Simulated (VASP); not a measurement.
# HfC47 (a cell with a defect) in VASP: a series of runs

HfC47 (a cell with a defect) is run at these levels: PBE; tasks: single point.

Program: VASP 6.6.1. These are calculated values, not measurements. Logs are shortened: lines on timing, memory, paths and dates and some standing lists are left out, and cuts for length are marked.

### Step 1. The cell of the first run

The cell holds a defect, 48 atoms: a = 8.025 Å, b = 8.025 Å, c = 8.556 Å, α = 105.46°, β = 105.46°, γ = 115.57°.

### Step 2. Single point, PBE, collinear spin, zero start

Contents of INCAR:

```
ALGO = Normal ; EDIFF = 1E-6
ENCUT = 520 ; GGA = PE
ISIF = 2 ; ISMEAR = 0
ISPIN = 2 ; LASPH = True
LCHARG = False ; LMAXMIX = 4
LORBIT = 11 ; LREAL = Auto
LUSENCCL = False ; LWAVE = False
MAGMOM = 0 0 0 0 0 0 0 0 0 0 0 0 0 0 0 0 0 0 0 0 0 0 0 0 0 0 0 0 0 0 0 0 0 0 0 0 0 0 0 0 0 0 0 0 0 0 0 0 ; NBANDS = 133
NELM = 150 ; PREC = Accurate
SIGMA = 0.05
```

Contents of KPOINTS:

```
k-points
0
Gamma
  2 2 2
```

Contents of POSCAR:

```
HfC47
1.0
    3.7050000000     -2.1390830000     -6.7900000000
    3.7050000000     -2.1390830000      6.7900000000
   -7.4100000000     -4.2781650000      0.0000000000
Hf C
1 47
Direct
    0.1578845706     -0.0314299201      0.0624246585
    0.5099336742      0.5326638754      0.0163852032
    0.6852005099      0.6842612575      0.8470775833
    0.1767202836      0.2027814116      0.8466879232
    0.3399476409      0.3687733401      0.6833357914
    0.8502754468      0.8498078145      0.6819736576
    0.0055517631      0.0328150194      0.5185472512
    0.5093322372      0.5260932994      0.5149284447
    0.6721446750      0.7001810680      0.3515912012
    0.1683288683      0.2020931074      0.3537727126
    0.3414111796      0.3716859510      0.1823726289
    0.8352021984      0.8637947487      0.1868659636
    0.7286063210      0.2277977315     -0.0190302684
    0.2414076286      0.7127611960     -0.0198746430
    0.3982913965      0.8914984892      0.8134511333
    0.8962295823      0.3913184705      0.8136629065
    0.0624397715      0.5593645335      0.6466602814
    0.5609503357      0.0623733066      0.6475792808
    0.7292224632      0.2281101894      0.4813681423
    0.2269252178      0.7296513859      0.4811186677
    0.4004612611      0.8894165764      0.3152537795
    0.8928585684      0.3965164821      0.3142933388
    0.0632079165      0.5577814237      0.1476444186
    0.5683194532      0.0565028764      0.1477370521
    0.1878617304      0.2087441602      0.0131313692
    0.6789148615      0.6917863679      0.0162598360
    0.8635955059      0.8240577105      0.8409656590
    0.3414681897      0.3696062187      0.8484507643
    0.5101183689      0.5281692614      0.6819243933
    1.0119430730      0.0261959701      0.6825352652
    0.1706858016      0.2041593111      0.5204207354
    0.6757393584      0.6939062433      0.5164176220
    0.8360087000      0.8665212559      0.3527451996
    0.3398484523      0.3641899452      0.3492705740
    0.5085622630      0.5377522908      0.1845807327
    1.0033146798      0.0287213465      0.1953779329
    0.5654028913      0.0588933347     -0.0193552545
    0.0665853656      0.5537145167     -0.0193185911
    0.2342659353      0.7214431041      0.8130780079
    0.7280384685      0.2284095668      0.8141568102
    0.8956424001      0.3931039125      0.6471272761
    0.3944461899      0.8951959316      0.6474470165
    0.5631001524      0.0609972758      0.4817983197
    0.0595247521      0.5632779159      0.4810351886
    0.2298765694      0.7259619751      0.3149269723
    0.7295583952      0.2283846245      0.3146859727
    0.8940028114      0.3950376026      0.1474663299
    0.4103103257      0.8810312205      0.1486119066
```

Potentials or basis: VASP PAW PBE potentials, release 64 (Hf_pv, C).

On the command line:

```bash
cat potpaw_PBE.64/Hf_pv/POTCAR potpaw_PBE.64/C/POTCAR > POTCAR
mpirun -np 1 vasp_std > vasp.out
```

OUTCAR:

```text
EDIFF = 1E-6
   ENCUT = 520
   GGA = PE
   ISIF = 2
   ISMEAR = 0
   ISPIN = 2
   LASPH = True
   LORBIT = 11
   LREAL = Auto
   NELM = 150
   PREC = Accurate

 ion  position               nearest neighbor table
   1  0.158  0.969  0.062-  25 2.01  36 2.01  27 2.14  14 2.41  48 2.42  10 2.65  11 2.65  34 2.86
                            24 2.88  39 2.89  21 2.90  38 2.91  12 2.94   4 2.95
   2  0.510  0.533  0.016-  26 1.41  28 1.43  35 1.43
   3  0.685  0.684  0.847-  27 1.41  29 1.42  26 1.45
   4  0.177  0.203  0.847-  25 1.39  28 1.41  30 1.44   1 2.95
   5  0.340  0.369  0.683-  28 1.41  31 1.41  29 1.42
   6  0.850  0.850  0.682-  27 1.41  32 1.42  30 1.45
   7  0.006  0.033  0.519-  30 1.41  33 1.43  31 1.43
   8  0.509  0.526  0.515-  34 1.42  29 1.42  32 1.42
   9  0.672  0.700  0.352-  33 1.41  35 1.41  32 1.42
  10  0.168  0.202  0.354-  36 1.40  31 1.42  34 1.45   1 2.65
  11  0.341  0.372  0.182-  25 1.40  35 1.42  34 1.45   1 2.65
  12  0.835  0.864  0.187-  36 1.39  33 1.41  26 1.44   1 2.94
  13  0.729  0.228  0.981-  37 1.42  47 1.42  40 1.43
  14  0.241  0.713  0.980-  38 1.43  39 1.44  48 1.44   1 2.41
  15  0.398  0.891  0.813-  42 1.42  39 1.43  37 1.43
  16  0.896  0.391  0.814-  40 1.42  38 1.43  41 1.43
  17  0.062  0.559  0.647-  44 1.42  41 1.43  39 1.43
  18  0.561  0.062  0.648-  43 1.42  40 1.43  42 1.43
[... 16 lines left out ...]
  35  0.509  0.538  0.185-   9 1.41  11 1.42   2 1.43
  36  0.003  0.029  0.195-  12 1.39  10 1.40   1 2.01
  37  0.565  0.059  0.981-  13 1.42  24 1.43  15 1.43
  38  0.067  0.554  0.981-  16 1.43  23 1.43  14 1.43   1 2.91
  39  0.234  0.721  0.813-  17 1.43  15 1.43  14 1.44   1 2.89
  40  0.728  0.228  0.814-  16 1.42  18 1.43  13 1.43
  41  0.896  0.393  0.647-  19 1.42  17 1.43  16 1.43
  42  0.394  0.895  0.647-  15 1.42  20 1.42  18 1.43
  43  0.563  0.061  0.482-  18 1.42  19 1.43  21 1.43
  44  0.060  0.563  0.481-  17 1.42  22 1.43  20 1.43
  45  0.230  0.726  0.315-  20 1.42  21 1.43  23 1.43
  46  0.730  0.228  0.315-  22 1.42  19 1.43  24 1.43
  47  0.894  0.395  0.147-  23 1.42  13 1.42  22 1.43
  48  0.410  0.881  0.149-  21 1.43  24 1.44  14 1.44   1 2.42

  LATTYP: Found a face centered orthorhombic cell.
 ALAT       =     8.5563312420
 B/A-ratio  =     1.5871288308
 C/A-ratio  =     1.7320507074

  Lattice vectors:

 A1 = (  -3.7050000000,  -6.4172480000,   6.7900000000)
 A2 = (  -0.0000000000,  -8.5563310000,   0.0000000000)
 A3 = (   3.7050000000,  -2.1390830000,   6.7900000000)

Analysis of symmetry for initial positions (statically):
=====================================================================
 Subroutine PRICEL returns:
 Original cell was already a primitive cell.

[... 255 lines left out ...]
  ext. energy  EPLUGINS =         0.00000000
  ---------------------------------------------------
  free energy    TOTEN  =      -437.24165670 eV

  energy without entropy =     -437.24164594  energy(sigma->0) =     -437.24165132

 E-fermi :   4.6740     XC(G=0): -10.4278

 val. band max:        4.5438024361   @ k =   0.5000   0.5000   0.5000
 cond. band min:       4.8015616448   @ k =   0.5000   0.5000   0.0000
 fundamental gap:      0.2577592087
 Fermi energy:         4.6740116343

 spin component 1

 k-point     1 :       0.0000    0.0000    0.0000
  band No.  band energies     occupation
      1     -25.6933      1.00000
      2     -25.6000      1.00000
      3     -25.3055      1.00000
      4     -14.8973      1.00000
      5     -14.3985      1.00000
      6     -13.1005      1.00000
[... 901 lines left out ...]
    110       8.0553      0.00000
    111       8.3513      0.00000
 Fermi energy:         4.6740116343

 spin component 2

 k-point     1 :       0.0000    0.0000    0.0000
  band No.  band energies     occupation
      1     -25.6933      1.00000
      2     -25.6000      1.00000
      3     -25.3055      1.00000
      4     -14.8973      1.00000
      5     -14.3985      1.00000
      6     -13.1005      1.00000
[... 901 lines left out ...]
    110       8.0553      0.00000
    111       8.3513      0.00000
 [bands above 111 left out]

------------------------ aborting loop because EDIFF is reached ----------------------------------------

  FORCE on cell =-STRESS in cart. coord.  units (eV):
  Direction    XX          YY          ZZ          XY          YZ          ZX
  --------------------------------------------------------------------------------------
  -------------------------------------------------------------------------------------
  Total       18.4671541     11.9194817     11.9384935      0.0608195     -0.9857161      0.1430424
  in kB       68.7282043     44.3600877     44.4308427      0.2263487     -3.6684862      0.5323532
  external PRESSURE =      52.5063782 kB  Pullay stress =       0.0000000 kB

 VOLUME and BASIS-vectors are now :
 -----------------------------------------------------------------------------
  energy-cutoff  :      520.00
  volume of cell :      430.50
      direct lattice vectors                 reciprocal lattice vectors
     3.705000000 -2.139083000 -6.790000000     0.067476375 -0.116872524 -0.073637703
     3.705000000 -2.139083000  6.790000000     0.067476375 -0.116872524  0.073637703
    -7.410000000 -4.278165000  0.000000000    -0.067476391 -0.116872524  0.000000000

 POSITION                                       TOTAL-FORCE (eV/Angst)
 -----------------------------------------------------------------------------------
      3.71095     -2.67664      5.50455        -0.025437      0.016207     -0.025434
      3.74141     -2.30030      0.15434        -0.019479      0.006578      0.025187
     -1.20299     -6.55333     -0.00638        -0.020717     -0.030807     -0.013475
     -4.86790     -4.43406      0.17696        -0.007065      0.005350      0.010500
     -2.43771     -4.43944      0.19573        -0.006723      0.004540      0.021418
      1.24538     -6.55422     -0.00318         0.017489     -0.005715      0.012889
[... 40 lines left out ...]
      3.68317     -3.38825     -3.38797        -0.001320     -0.003992     -0.021614
      3.68321     -3.39807      3.19619         0.026330     -0.000142      0.020598
 -----------------------------------------------------------------------------------
    total drift:                               -0.017593      0.003118      0.016999

  FREE ENERGIE OF THE ION-ELECTRON SYSTEM (eV)
  ---------------------------------------------------
  free  energy   TOTEN  =      -437.2416567016 eV

  energy  without entropy=     -437.2416459369  energy(sigma->0) =     -437.24165132

 total charge

# of ion       s       p       d       tot
------------------------------------------
    1        0.399   6.493   1.965   8.857
    2        0.866   1.788   0.000   2.654
    3        0.864   1.767   0.000   2.631
    4        0.870   1.793   0.000   2.663
    5        0.871   1.805   0.000   2.676
    6        0.864   1.767   0.000   2.631
[... 40 lines left out ...]
   47        0.861   1.790   0.000   2.651
   48        0.856   1.798   0.000   2.654
--------------------------------------------------
tot         41.023  90.364   1.965 133.353

 magnetization (x)

# of ion       s       p       d       tot
------------------------------------------
    1       -0.000   0.000  -0.000  -0.000
    2        0.000  -0.000   0.000  -0.000
    3       -0.000   0.000   0.000   0.000
    4       -0.000  -0.000   0.000  -0.000
    5       -0.000  -0.000   0.000  -0.000
    6       -0.000   0.000   0.000   0.000
[... 40 lines left out ...]
   47       -0.000   0.000   0.000  -0.000
   48        0.000   0.000   0.000   0.000
--------------------------------------------------
tot         -0.000   0.000  -0.000  -0.000
```

Wall time 4.5 min (1 × NVIDIA H100 80GB with 1 thread of AMD EPYC 7R13 (Zen 3), shared host); peak memory 1.9 GiB.

Results:

```yaml
Free_energy: -437.2417 eV
Pressure: 5.3 GPa
Largest_force: 0.083 eV/Å
Band_gap_on_the_k_mesh: 0.26 eV
Net_moment: 0.00 μB per cell
Valence_electrons_inside_the_program's_atomic_spheres: Hf 8.86; C 2.65, 2.63, 2.66, 2.68, 2.64, 2.67, 2.59 (each value once)
```

Forces on the atoms (eV/Å):
```
Hf  -0.025  0.016 -0.025
C   -0.019  0.007  0.025
C   -0.021 -0.031 -0.013
C   -0.007  0.005  0.011
C   -0.007  0.005  0.021
C    0.017 -0.006  0.013
C    0.024  0.004 -0.013
C   -0.001 -0.005 -0.026
C    0.008  0.009  0.016
C    0.020 -0.006  0.022
C   -0.032 -0.003  0.007
C    0.011  0.022 -0.055
C    0.014  0.005  0.009
C    0.005  0.009 -0.001
C   -0.023  0.008 -0.006
C   -0.003  0.001  0.015
C    0.005  0.009  0.000
C    0.010  0.000 -0.003
C    0.001  0.005 -0.010
C   -0.015  0.007 -0.017
C   -0.017 -0.015 -0.019
C    0.001 -0.005  0.005
C    0.015  0.001  0.021
C    0.004  0.011 -0.041
C   -0.007  0.038  0.017
C    0.023 -0.014 -0.002
C    0.002 -0.077 -0.031
C    0.016  0.005 -0.006
C    0.014  0.004  0.006
C   -0.029  0.000 -0.018
C   -0.014 -0.002 -0.021
C   -0.020  0.010 -0.013
C   -0.006 -0.003  0.035
C    0.007  0.022 -0.015
C    0.008 -0.004  0.007
C    0.033  0.039  0.015
C   -0.019 -0.006  0.004
C   -0.009 -0.001  0.007
C    0.007 -0.033  0.013
C   -0.014 -0.013 -0.020
C    0.008 -0.008  0.016
C    0.013  0.003  0.008
C   -0.003  0.003  0.021
C    0.007  0.000  0.003
C    0.005 -0.003  0.032
C   -0.014 -0.010  0.007
C   -0.001 -0.004 -0.022
C    0.026  0.000  0.021
```

Caveat: the k points lie up to 0.48 Å⁻¹ apart; spin-orbit coupling is left out, which moves the levels of the heavy elements.

### Step 3. Single point, PBE, collinear spin

Contents of INCAR:

```
SYSTEM = HfC47
PREC = Accurate
ENCUT = 520
EDIFF = 1E-7
ISMEAR = 0
SIGMA = 0.05
LREAL = Auto
LASPH = .TRUE.
NELM = 150
ALGO = Normal
ISIF = 2
LWAVE = .FALSE.
LCHARG = .FALSE.
ISPIN = 2
MAGMOM = 0.5 0 0 0 0 0 0 0 0 0 0 0 0 0 0 0 0 0 0 0 0 0 0 0 0.5 0 0.5 0 0 0 0 0 0 0 0 0.5 0 0 0 0 0 0 0 0 0 0 0 0
LORBIT = 11
LMAXMIX = 4
GGA = PE
NBANDS = 133
LUSENCCL = .FALSE.
```

Contents of KPOINTS:

```
regular mesh
0
G
  2 2 2
  0 0 0
```

POSCAR is that of step 2.

Potentials or basis: VASP PAW PBE potentials, release 64 (Hf_pv, C).

On the command line:

```bash
cat potpaw_PBE.64/Hf_pv/POTCAR potpaw_PBE.64/C/POTCAR > POTCAR
mpirun -np 1 vasp_std > vasp.out
```

OUTCAR:

```text
SYSTEM = HfC47
   PREC = Accurate
   ENCUT = 520
   EDIFF = 1E-7
   ISMEAR = 0
   LREAL = Auto
   LASPH = .TRUE.
   NELM = 150
   ISIF = 2
   ISPIN = 2
   LORBIT = 11
   GGA = PE

 ion  position               nearest neighbor table
   1  0.158  0.969  0.062-  25 2.01  36 2.01  27 2.14  14 2.41  48 2.42  10 2.65  11 2.65  34 2.86
                            24 2.88  39 2.89  21 2.90  38 2.91  12 2.94   4 2.95
   2  0.510  0.533  0.016-  26 1.41  28 1.43  35 1.43
   3  0.685  0.684  0.847-  27 1.41  29 1.42  26 1.45
   4  0.177  0.203  0.847-  25 1.39  28 1.41  30 1.44   1 2.95
   5  0.340  0.369  0.683-  28 1.41  31 1.41  29 1.42
   6  0.850  0.850  0.682-  27 1.41  32 1.42  30 1.45
   7  0.006  0.033  0.519-  30 1.41  33 1.43  31 1.43
   8  0.509  0.526  0.515-  34 1.42  29 1.42  32 1.42
   9  0.672  0.700  0.352-  33 1.41  35 1.41  32 1.42
  10  0.168  0.202  0.354-  36 1.40  31 1.42  34 1.45   1 2.65
  11  0.341  0.372  0.182-  25 1.40  35 1.42  34 1.45   1 2.65
[... 2219 lines left out ...]
      3.68317     -3.38825     -3.38797        -0.001323     -0.003995     -0.021610
      3.68321     -3.39807      3.19619         0.026327     -0.000145      0.020587
 -----------------------------------------------------------------------------------
    total drift:                               -0.017593      0.003146      0.017109

  FREE ENERGIE OF THE ION-ELECTRON SYSTEM (eV)
  ---------------------------------------------------
  free  energy   TOTEN  =      -437.2416566944 eV

  energy  without entropy=     -437.2416459307  energy(sigma->0) =     -437.24165131

 total charge

# of ion       s       p       d       tot
------------------------------------------
    1        0.399   6.493   1.965   8.857
    2        0.866   1.788   0.000   2.654
    3        0.864   1.767   0.000   2.631
    4        0.870   1.793   0.000   2.663
    5        0.871   1.805   0.000   2.676
    6        0.864   1.767   0.000   2.631
[... 40 lines left out ...]
   47        0.861   1.790   0.000   2.651
   48        0.856   1.798   0.000   2.654
--------------------------------------------------
tot         41.023  90.364   1.965 133.353

 magnetization (x)

# of ion       s       p       d       tot
------------------------------------------
    1        0.000   0.000   0.000   0.000
    2       -0.000   0.000   0.000  -0.000
    3        0.000   0.000   0.000   0.000
    4        0.000   0.000   0.000   0.000
    5       -0.000  -0.000   0.000  -0.000
    6        0.000   0.000   0.000   0.000
[... 40 lines left out ...]
   47       -0.000   0.000   0.000   0.000
   48        0.000  -0.000   0.000  -0.000
--------------------------------------------------
tot         -0.000  -0.000   0.000  -0.000
```

It took 6.1 min on 1 × NVIDIA H100 80GB with 1 thread of AMD EPYC 7R13 (Zen 3), shared host; peak memory 1.9 GiB.

What came out:

```yaml
Free_energy: -437.2417 eV
Pressure: 5.3 GPa
Largest_force: 0.083 eV/Å
Band_gap_on_the_k_mesh: 0.26 eV
Net_moment: 0.00 μB per cell
Valence_electrons_inside_the_program's_atomic_spheres: Hf 8.86; C 2.65, 2.63, 2.66, 2.68, 2.64, 2.67, 2.59 (each value once)
```

Forces on the atoms (eV/Å):
```
Hf  -0.025  0.016 -0.025
C   -0.019  0.007  0.025
C   -0.021 -0.031 -0.013
C   -0.007  0.005  0.011
C   -0.007  0.005  0.021
C    0.018 -0.006  0.013
C    0.024  0.004 -0.013
C   -0.001 -0.005 -0.026
C    0.008  0.009  0.016
C    0.020 -0.006  0.022
C   -0.032 -0.003  0.007
C    0.011  0.022 -0.055
C    0.014  0.005  0.009
C    0.005  0.009 -0.001
C   -0.023  0.008 -0.006
C   -0.003  0.001  0.015
C    0.005  0.009  0.000
C    0.010  0.000 -0.003
C    0.001  0.005 -0.010
C   -0.015  0.007 -0.017
C   -0.017 -0.015 -0.019
C    0.001 -0.005  0.005
C    0.015  0.001  0.021
C    0.004  0.011 -0.041
C   -0.007  0.038  0.017
C    0.023 -0.014 -0.002
C    0.002 -0.077 -0.031
C    0.016  0.005 -0.006
C    0.014  0.004  0.006
C   -0.029  0.000 -0.018
C   -0.014 -0.002 -0.021
C   -0.020  0.010 -0.013
C   -0.006 -0.003  0.035
C    0.007  0.022 -0.015
C    0.008 -0.005  0.007
C    0.033  0.039  0.015
C   -0.019 -0.006  0.004
C   -0.009 -0.001  0.007
C    0.007 -0.033  0.013
C   -0.014 -0.013 -0.020
C    0.008 -0.008  0.016
C    0.013  0.003  0.008
C   -0.003  0.003  0.021
C    0.007  0.000  0.003
C    0.005 -0.003  0.032
C   -0.014 -0.010  0.007
C   -0.001 -0.004 -0.022
C    0.026  0.000  0.021
```

Stress tensor (GPa, compression positive):
```
 6.87  0.02  0.05
 0.02  4.44 -0.37
 0.05 -0.37  4.44
```

Levels at points of the mesh, in eV from the valence-band top:
Spin up:
```tsv
k point	band 95	band 96	band 97	band 98	band 99	band 100	band 101	band 102	band 103	band 104
(0.00, 0.00, 0.00)	-0.92	-0.56	-0.27	-0.04	-0.02	0.51	0.61	0.85	1.30	1.54
(0.50, 0.00, 0.00)	-1.59	-1.43	-1.03	-0.69	-0.09	1.09	1.62	1.82	2.14	2.25
(0.00, 0.50, 0.50)	-1.65	-1.58	-0.72	-0.68	-0.36	1.31	1.58	1.70	2.36	2.45
(0.00, 0.50, 0.00)	-1.49	-1.39	-1.04	-0.75	-0.04	1.19	1.40	1.72	2.23	2.37
(0.50, 0.00, 0.50)	-1.65	-1.58	-0.73	-0.67	-0.38	1.32	1.55	1.71	2.33	2.43
(0.50, 0.50, 0.00)	-0.89	-0.12	-0.09	-0.04	-0.01	0.26	0.44	0.55	1.21	1.57
(0.00, 0.00, 0.50)	-1.53	-1.23	-1.00	-0.69	-0.13	1.19	1.44	1.91	2.14	2.20
(0.50, 0.50, 0.50)	-1.72	-1.48	-1.02	-0.74	0.00	1.10	1.47	1.61	2.19	2.47
```
Spin down:
| k point | band 96 | band 97 | band 98 | band 99 | band 100 | band 101 | band 102 | band 103 |
| --- | --- | --- | --- | --- | --- | --- | --- | --- |
| (0.00, 0.00, 0.00) | -0.56 | -0.27 | -0.04 | -0.02 | 0.51 | 0.61 | 0.85 | 1.30 |
| (0.50, 0.00, 0.00) | -1.43 | -1.03 | -0.69 | -0.09 | 1.09 | 1.62 | 1.82 | 2.14 |
| (0.00, 0.50, 0.50) | -1.58 | -0.72 | -0.68 | -0.36 | 1.31 | 1.58 | 1.70 | 2.36 |
| (0.00, 0.50, 0.00) | -1.39 | -1.04 | -0.75 | -0.04 | 1.19 | 1.40 | 1.72 | 2.23 |
| (0.50, 0.00, 0.50) | -1.58 | -0.73 | -0.67 | -0.38 | 1.32 | 1.55 | 1.71 | 2.33 |
| (0.50, 0.50, 0.00) | -0.12 | -0.09 | -0.04 | -0.01 | 0.26 | 0.44 | 0.55 | 1.21 |
| (0.00, 0.00, 0.50) | -1.23 | -1.00 | -0.69 | -0.13 | 1.19 | 1.44 | 1.91 | 2.14 |
| (0.50, 0.50, 0.50) | -1.48 | -1.02 | -0.74 | 0.00 | 1.10 | 1.47 | 1.61 | 2.19 |

Caveat: the k points lie up to 0.48 Å⁻¹ apart; spin-orbit coupling is left out, which moves the levels of the heavy elements.

(Continued in part 2 of 3.)
